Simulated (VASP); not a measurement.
BaTiO3: single point with r2SCAN

Crystal: BaTiO3.

```xyz
5
Lattice="3.9940 0.0000 0.0000 0.0000 3.9940 0.0000 0.0000 0.0000 3.9941" Properties=species:S:1:pos:R:3 pbc="T T T"
Ba    0.0000    0.0000    0.0000
Ti    2.0137    1.9970    1.9971
O     1.9970    1.9970    0.0000
O     1.9970    0.0000    1.9971
O     0.0000    1.9970    1.9971
```

This cell differs from its parent crystal: atom 2 (Ti) moved +0.017 Å along Cartesian [1 0 0].

| Quantity | Value |
| --- | --- |
| Program | VASP 6.6.1 |
| Task | single point |
| Functional | r2SCAN |
| Potentials or basis | VASP PAW PBE potentials, release 64 (Ba_sv, Ti_sv, O) |
| Cutoff | 520 eV |
| k mesh | 8 × 8 × 8 |
| Occupations | gaussian, width 0.05 eV |
| Spin | no spin polarisation |
| Dipole correction | no |
| Further INCAR settings | ALGO = Normal; EDIFF = 1e-07; NBANDS = 28 |

- Pressure: 2.0 GPa
- Largest force: 0.085 eV/Å
- Band gap on the k mesh: 2.15 eV (least direct gap 2.30 eV)

Forces on the atoms (eV/Å):
```
Ba   0.063  0.000  0.000
Ti  -0.005  0.000  0.000
O    0.014  0.000  0.000
O    0.014  0.000  0.000
O   -0.085  0.000  0.000
```

Levels at points of the mesh, in eV from the valence-band top:
```csv
k point,band 18,band 19,band 20,band 21,band 22,band 23
"(0.00, 0.00, 0.00)",-0.15,-0.15,-0.15,2.15,2.15,2.16
"(0.50, 0.00, 0.00)",-1.84,-0.75,-0.75,2.30,3.89,3.89
"(0.00, 0.50, 0.00)",-1.83,-0.75,-0.75,2.31,3.88,3.89
"(0.50, 0.50, 0.00)",-0.88,-0.88,-0.09,3.89,3.90,4.34
"(0.00, 0.00, 0.50)",-1.83,-0.75,-0.75,2.31,3.88,3.89
"(0.50, 0.00, 0.50)",-0.88,-0.88,-0.09,3.89,3.90,4.34
"(0.00, 0.50, 0.50)",-0.89,-0.89,-0.09,3.89,3.89,4.34
"(0.50, 0.50, 0.50)",0.00,0.00,0.00,4.58,4.59,4.59
```

It took 8.9 min on 1 thread of Intel(R) Xeon(R) Platinum 8488C (Sapphire Rapids), on a shared host, peak memory 0.34 GiB.

Caveat: the cell differs from its parent crystal (atom 2 (Ti) moved +0.017 Å along Cartesian [1 0 0]); the PAW data sets were made with another functional, which shifts forces and pressure a little; spin-orbit coupling is left out, which moves the levels of the heavy elements. A k mesh can miss the band edges.
